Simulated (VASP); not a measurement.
# In3SbTe2 (P-3m1) in VASP: settings compared

The runs below take In3SbTe2 through single point, with PBEsol, PBE.

Everything below comes from runs of VASP 6.6.1. Logs are shortened: lines on timing, memory, paths and dates and some standing lists are left out, and cuts for length are marked.

### Step 1. The cell of the first run

It takes space group P-3m1 (No. 164, trigonal). The conventional cell has a = 4.428 Å, b = 4.428 Å, c = 10.756 Å, α = 90.00°, β = 90.00°, γ = 120.00°. Te (site symmetry 3m) has 6 In at 3.15 Å within 4.1 Å. Sb (site symmetry -3m) has 6 In at 3.06 Å within 4.0 Å. Within 4.0 Å of In (site symmetry 3m) lie 3 Sb at 3.06 Å and 3 Te at 3.15 Å. In (site symmetry -3m) has 6 Te at 3.15 Å within 4.1 Å.

### Step 2. Single point, PBEsol

File INCAR:

```
SYSTEM = In3SbTe2
ALGO = Normal
EDIFF = 1E-6
ENCUT = 520
GGA = PS
ISIF = 2
ISMEAR = -1
LASPH = .TRUE.
LCHARG = .FALSE.
LREAL = .FALSE.
LWAVE = .FALSE.
NBANDS = 37
NELM = 60
PREC = Accurate
SIGMA = 0.05
```

File KPOINTS:

```
k-points
0
G
  7 7 3
  0 0 0
```

File POSCAR:

```
In3SbTe2
1.0
    4.4280963236      0.0000000000      0.0000000000
   -2.2140481618      3.8348439066      0.0000000000
    0.0000000000      0.0000000000     10.7564470000
Te Sb In
2 1 3
Direct
    0.6666666667      0.3333333333      0.3283140000
    0.3333333333      0.6666666667      0.6716860000
    0.0000000000      0.0000000000      0.0000000000
    0.6666666667      0.3333333333      0.8430740000
    0.3333333333      0.6666666667      0.1569260000
    0.0000000000      0.0000000000      0.5000000000
```

Potentials or basis: VASP PAW PBE potentials, release 64 (Te, Sb, In_d).

Run with:

```
> cat potpaw_PBE.64/Te/POTCAR potpaw_PBE.64/Sb/POTCAR potpaw_PBE.64/In_d/POTCAR > POTCAR
> mpirun -np 1 vasp_std > vasp.out
```

OUTCAR:

```text
SYSTEM = In3SbTe2
   EDIFF = 1E-6
   ENCUT = 520
   GGA = PS
   ISIF = 2
   ISMEAR = -1
   LASPH = .TRUE.
   LREAL = .FALSE.
   NELM = 60
   PREC = Accurate

 ion  position               nearest neighbor table
   1  0.667  0.333  0.328-   5 3.15   5 3.15   5 3.15   6 3.15   6 3.15   6 3.15
   2  0.333  0.667  0.672-   4 3.15   4 3.15   4 3.15   6 3.15   6 3.15   6 3.15
   3  0.000  0.000  0.000-   4 3.06   5 3.06   5 3.06   4 3.06   4 3.06   5 3.06
   4  0.667  0.333  0.843-   3 3.06   3 3.06   3 3.06   2 3.15   2 3.15   2 3.15
   5  0.333  0.667  0.157-   3 3.06   3 3.06   3 3.06   1 3.15   1 3.15   1 3.15
   6  0.000  0.000  0.500-   1 3.15   2 3.15   2 3.15   1 3.15   1 3.15   2 3.15

  LATTYP: Found a hexagonal cell.
 ALAT       =     4.4280963236
 C/A-ratio  =     2.4291357310

  Lattice vectors:

 A1 = (   4.4280963236,   0.0000000000,   0.0000000000)
 A2 = (  -2.2140481618,   3.8348439066,   0.0000000000)
 A3 = (   0.0000000000,   0.0000000000,  10.7564470000)

Analysis of symmetry for initial positions (statically):
=====================================================================
 Subroutine PRICEL returns:
 Original cell was already a primitive cell.

 Routine SETGRP: Setting up the symmetry group for a
 hexagonal supercell.

 Subroutine GETGRP returns: Found 12 space group operations
 (whereof 12 operations were pure point group operations)
 out of a pool of 24 trial point group operations.

The static configuration has the point symmetry D_3d.

Analysis of symmetry for dynamics (positions and initial velocities):
=====================================================================
 Subroutine PRICEL returns:
 Original cell was already a primitive cell.

 Routine SETGRP: Setting up the symmetry group for a
 hexagonal supercell.

 Subroutine GETGRP returns: Found 12 space group operations
 (whereof 12 operations were pure point group operations)
 out of a pool of 24 trial point group operations.

The dynamic configuration has the point symmetry D_3d.

 Subroutine INISYM returns: Found 12 space group operations
 (whereof 12 operations are pure point group operations),
 and found     1 'primitive' translations

----------------------------------------------------------------------------------------

                                     Primitive cell

  volume of cell :     182.6559

  direct lattice vectors                    reciprocal lattice vectors
     4.428096324  0.000000000  0.000000000     0.225830679  0.130383403  0.000000000
    -2.214048162  3.834843907  0.000000000     0.000000000  0.260766807  0.000000000
     0.000000000  0.000000000 10.756447000     0.000000000  0.000000000  0.092967501

  length of vectors
     4.428096324  4.428096324 10.756447000     0.260766807  0.260766807  0.092967501

  position of ions in fractional coordinates (direct lattice)
     0.666666667  0.333333333  0.328314000
     0.333333333  0.666666667  0.671686000
     0.000000000  0.000000000  0.000000000
     0.666666667  0.333333333  0.843074000
     0.333333333  0.666666667  0.156926000
     0.000000000  0.000000000  0.500000000

  ion indices of the primitive-cell ions
   primitive index   ion index
                 1           1
                 2           2
                 3           3
                 4           4
                 5           5
                 6           6

----------------------------------------------------------------------------------------

 KPOINTS: k-points

Automatic generation of k-mesh.
 Grid dimensions read from file:
 generate k-points for:    7    7    3

 Generating k-lattice:

  Cartesian coordinates                     Fractional coordinates (reciprocal lattice)
     0.032261526  0.018626200  0.000000000     0.142857143 -0.000000000  0.000000000
     0.000000000  0.037252401  0.000000000     0.000000000  0.142857143  0.000000000
     0.000000000  0.000000000  0.030989167     0.000000000  0.000000000  0.333333333

  Length of vectors
     0.037252401  0.037252401  0.030989167

  Shift w.r.t. Gamma in fractional coordinates (k-lattice)
     0.000000000  0.000000000  0.000000000

 Subroutine IBZKPT returns following result:
 ===========================================

 Found     20 irreducible k-points:

 Following reciprocal coordinates:
            Coordinates               Weight
  0.000000  0.000000  0.000000      1.000000
  0.142857 -0.000000  0.000000      6.000000
  0.285714 -0.000000  0.000000      6.000000
  0.428571  0.000000  0.000000      6.000000
  0.142857  0.142857  0.000000      6.000000
  0.285714  0.142857  0.000000     12.000000
[... 12 lines left out ...]
  0.428571  0.142857  0.333333     12.000000
  0.285714  0.285714  0.333333     12.000000
   k-points           NKPTS =     20   k-points in BZ     NKDIM =     20   number of bands    NBANDS=     37
   number of dos      NEDOS =    301   number of ions     NIONS =      6
   total plane-waves  NPLWV = 103680
   dimension x,y,z NGX =    36 NGY =   36 NGZ =   80
   dimension x,y,z NGXF=    72 NGYF=   72 NGZF=  160
   ions per type =               2   1   3
   NGX,Y,Z   is equivalent  to a cutoff of  13.52, 13.52, 12.36 a.u.
   NGXF,Y,Z  is equivalent  to a cutoff of  27.03, 27.03, 24.73 a.u.
 SYSTEM =  In3SbTe2
   PREC   = accura    normal or accurate (medium, high low for compatibility)
   ISTART =      0    job   : 0-new  1-cont  2-samecut
   ICHARG =      2    charge: 1-file 2-atom 10-const
   ISPIN  =      1    spin polarized calculation?
   LNONCOLLINEAR =      F non collinear calculations
   LSORBIT =      F    spin-orbit coupling
   LASPH  =      T    aspherical Exc in radial PAW
   ENCUT  =  520.0 eV  38.22 Ry    6.18 a.u.   8.23  8.23 20.00*2*pi/ulx,y,z
   NELM   =     60;   NELMIN=  2; NELMDL= -5     # of ELM steps
   EDIFF  = 0.1E-05   stopping-criterion for ELM
   LREAL  =      F    real-space projection
   EDIFFG = 0.1E-04   stopping-criterion for IOM
   NSW    =      0    number of steps for IOM
   IBRION =     -1    ionic relax: 0-MD 1-quasi-New 2-CG
   NFREE  =      0    steps in history (QN), initial steepest desc. (CG)
   ISIF   =      2    stress and relaxation
   ISYM   =      2    0-nonsym 1-usesym 2-fastsym
   POTIM  = 0.5000    time-step for ionic-motion
   TEBEG  =    0.0;   TEEND  =   0.0 temperature during run
   PSTRESS=    0.0 pullay stress
   NELECT =      56.0000    total number of electrons
   NUPDOWN=      -1.0000    fix difference up-down
   EMIN   =  10.00;   EMAX   =-10.00  energy-range for DOS
   EFERMI =   0.00;   METHOD = LEGACY
   ISMEAR =    -1;   SIGMA  =   0.05  broadening in eV -4-tet -1-fermi 0-gaus
   EFERMI_NEDOS =   21; number of points for ismear=-14 and -15
   IALGO  =     38    algorithm
   IMIX   =      4    mixing-type and parameters
     AMIX     =   0.40;   BMIX     =  1.00
     AMIX_MAG =   1.60;   BMIX_MAG =  1.00
  volume/ion in A,a.u.               =      30.44       205.44
  Fermi-wavevector in a.u.,A,eV,Ry     =   1.103891  2.086052 16.579733  1.218576
  Thomas-Fermi vector in A             =   2.240356
   LORBIT       =      0    0 simple, 1 ext, 2 COOP (PROOUT), +10 PAW based schemes
   GGA     = PS    functional components
   LHFCALC =     F    Hartree Fock is set to
   AEXX    =    0.0000 exact exchange contribution
   IVDW    =     0    specifies the selected vdW correction
   LEPSILON=     F    determine dielectric tensor
   LRPA    =     F    only Hartree local field effects (RPA)
 non-spin polarized calculation
  energy-cutoff  :      520.00
  volume of cell :      182.66
 maximum number of plane-waves:      4935
 NGX is ok and might be reduce to    36
   NGX = 17   NGY = 17   NGZ = 39

 number of electron      56.0000008 magnetization

 Free energy of the ion-electron system (eV)
  ---------------------------------------------------
  ext. energy  EPLUGINS =         0.00000000
  ---------------------------------------------------
  free energy    TOTEN  =       -21.67044884 eV

  energy without entropy =      -21.64891012  energy(sigma->0) =      -21.65967948

 E-fermi :   6.1305     XC(G=0):  -9.6451

 val. band max:        6.1301552973   @ k =  -0.1429   0.4286   0.3333
 cond. band min:       6.1741980154   @ k =   0.1429   0.1429   0.0000
 fundamental gap:      0.0440427180
 Fermi energy:         6.1305198340

 k-point     1 :       0.0000    0.0000    0.0000
  band No.  band energies     occupation
      1      -8.3365      2.00000
      2      -8.3365      2.00000
      3      -8.3255      2.00000
      4      -8.3255      2.00000
      5      -8.3080      2.00000
      6      -8.3080      2.00000
[... 29 lines left out ...]
     36       9.1993      0.00000
     37      11.5791      0.00000

 k-point     2 :       0.1429   -0.0000    0.0000
  band No.  band energies     occupation
      1      -8.3571      2.00000
      2      -8.3365      2.00000
      3      -8.3358      2.00000
      4      -8.3203      2.00000
      5      -8.3144      2.00000
      6      -8.3083      2.00000
[... 29 lines left out ...]
     36      10.4574      0.00000
     37      10.9117      0.00000

 k-point     3 :       0.2857   -0.0000    0.0000
  band No.  band energies     occupation
      1      -8.4055      2.00000
      2      -8.3562      2.00000
      3      -8.3339      2.00000
      4      -8.3327      2.00000
      5      -8.3196      2.00000
      6      -8.3061      2.00000
[... 29 lines left out ...]
     36      10.3885      0.00000
     37      11.4428      0.00000

 k-point     4 :       0.4286    0.0000    0.0000
  band No.  band energies     occupation
      1      -8.4432      2.00000
      2      -8.3662      2.00000
      3      -8.3523      2.00000
      4      -8.3322      2.00000
      5      -8.3244      2.00000
      6      -8.3106      2.00000
[... 29 lines left out ...]
     36      10.5932      0.00000
     37      11.5946      0.00000
[... 523 lines left out ...]
      1      -8.4175      2.00000
      2      -8.3713      2.00000
      3      -8.3616      2.00000
      4      -8.3245      2.00000
      5      -8.3173      2.00000
      6      -8.3046      2.00000
[... 29 lines left out ...]
     36      10.7479      0.00000
     37      10.7870      0.00000

 k-point    19 :       0.4286    0.1429    0.3333
  band No.  band energies     occupation
      1      -8.4275      2.00000
      2      -8.3950      2.00000
      3      -8.3536      2.00000
      4      -8.3309      2.00000
      5      -8.3196      2.00000
      6      -8.3057      2.00000
[... 29 lines left out ...]
     36      10.8171      0.00000
     37      11.2553      0.00000

 k-point    20 :       0.2857    0.2857    0.3333
  band No.  band energies     occupation
      1      -8.4100      2.00000
      2      -8.3904      2.00000
      3      -8.3745      2.00000
      4      -8.3263      2.00000
      5      -8.3211      2.00000
      6      -8.3100      2.00000
[... 29 lines left out ...]
     36      11.4177      0.00000
     37      11.7819      0.00000

------------------------ aborting loop because EDIFF is reached ----------------------------------------

  FORCE on cell =-STRESS in cart. coord.  units (eV):
  Direction    XX          YY          ZZ          XY          YZ          ZX
  --------------------------------------------------------------------------------------
  -------------------------------------------------------------------------------------
  Total       -3.5321601     -3.5321601     -2.7063972      0.0000000     -0.0000000      0.0000000
  in kB      -30.9825655    -30.9825655    -23.7393338      0.0000000     -0.0000000      0.0000000
  external PRESSURE =     -28.5681549 kB  Pullay stress =       0.0000000 kB

 VOLUME and BASIS-vectors are now :
 -----------------------------------------------------------------------------
  energy-cutoff  :      520.00
  volume of cell :      182.66
      direct lattice vectors                 reciprocal lattice vectors
     4.428096324  0.000000000  0.000000000     0.225830679  0.130383403  0.000000000
    -2.214048162  3.834843907  0.000000000     0.000000000  0.260766807  0.000000000
     0.000000000  0.000000000 10.756447000     0.000000000  0.000000000  0.092967501

 POSITION                                       TOTAL-FORCE (eV/Angst)
 -----------------------------------------------------------------------------------
      2.21405      1.27828      3.53149        -0.000000     -0.000000      0.075278
     -0.00000      2.55656      7.22495         0.000000      0.000000     -0.075278
      0.00000      0.00000      0.00000        -0.000000      0.000000      0.000000
      2.21405      1.27828      9.06848         0.000000      0.000000      0.148999
     -0.00000      2.55656      1.68797        -0.000000      0.000000     -0.148999
      0.00000      0.00000      5.37822        -0.000000      0.000000      0.000000
 -----------------------------------------------------------------------------------
    total drift:                               -0.000000      0.000000     -0.000000

  FREE ENERGIE OF THE ION-ELECTRON SYSTEM (eV)
  ---------------------------------------------------
  free  energy   TOTEN  =       -21.6704488399 eV

  energy  without entropy=      -21.6489101245  energy(sigma->0) =      -21.65967948
```

Wall time 5.1 min (1 thread of Intel Xeon 8259CL, shared host); peak memory 0.39 GiB.

Results:

- Free energy: -21.6704 eV
- Pressure: -2.9 GPa
- Largest force: 0.149 eV/Å
- Band gap on the k mesh: zero (bands 28 and 29 overlap by 1.12 eV)

Forces on the atoms (eV/Å):
```
Te   0.000  0.000  0.075
Te   0.000  0.000 -0.075
Sb   0.000  0.000  0.000
In   0.000  0.000  0.149
In   0.000  0.000 -0.149
In   0.000  0.000  0.000
```

Stress tensor (GPa, compression positive):
```
-3.10  0.00  0.00
 0.00 -3.10  0.00
 0.00  0.00 -2.37
```

Levels at points of the mesh, in eV from the Fermi level:
```
           k point  band 26  band 27  band 28  band 29  band 30  band 31
(0.00, 0.00, 0.00)    -0.96    -0.08    -0.08     1.31     1.32     2.68
```

Caveat: the PAW data sets were made with another functional, which shifts forces and pressure a little; spin-orbit coupling is left out, which moves the levels of the heavy elements.

(Continued in part 2 of 2.)
